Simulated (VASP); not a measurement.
# Pt: single point with r2SCAN

Pt:

```xyz
1
Lattice="-1.6166 1.6166 1.5224 1.6166 -1.6166 1.5224 1.6166 1.6166 -1.5224" Properties=species:S:1:pos:R:3 pbc="T T T"
Pt    0.0000    0.0000    0.0000
```

This cell differs from its parent crystal: strain +0.030 along x and y, -0.030 along z.

```yaml
Program: VASP 6.6.1
Task: single point
Functional: r2SCAN
Potentials_or_basis: VASP PAW PBE potentials, release 64 (Pt)
Cutoff: 520 eV
k_mesh: 26 × 26 × 26
Occupations: gaussian, width 0.15 eV
Spin: no spin polarisation
Dipole_correction: no
Further_INCAR_settings: ALGO = Normal; EDIFF = 1e-07; NBANDS = 11
```

| Property | Result |
| --- | --- |
| Pressure | -6.4 GPa |
| Band gap on the k mesh | zero (bands 5 and 6 overlap by 2.27 eV) |

Stress tensor (GPa, compression positive):
```
-4.66  0.00  0.00
 0.00 -4.66  0.00
 0.00  0.00 -9.92
```

Levels at points of the mesh, in eV from the Fermi level:
| k point | band 3 | band 4 | band 5 | band 6 | band 7 | band 8 |
| --- | --- | --- | --- | --- | --- | --- |
| (0.00, 0.00, 0.00) | -3.40 | -3.40 | -1.50 | -0.84 | 17.66 | 17.66 |
| (0.50, 0.00, 0.00) | -1.27 | -0.52 | 0.59 | 1.05 | 6.72 | 13.82 |
| (0.50, 0.50, 0.00) | -1.75 | -1.02 | 0.21 | 0.96 | 6.16 | 14.55 |
| (0.50, 0.50, 0.50) | 0.45 | 0.45 | 0.65 | 7.43 | 7.43 | 9.38 |

It took 17 min on 1 thread of Intel Xeon 8259CL (shared host), peak memory 0.33 GiB.

Caveat: the cell differs from its parent crystal (strain +0.030 along x and y, -0.030 along z); the stress differs along the axes, from -10 to -5 GPa; the PAW data sets were made with another functional, which shifts forces and pressure a little; spin-orbit coupling is left out, which moves the levels of the heavy elements.
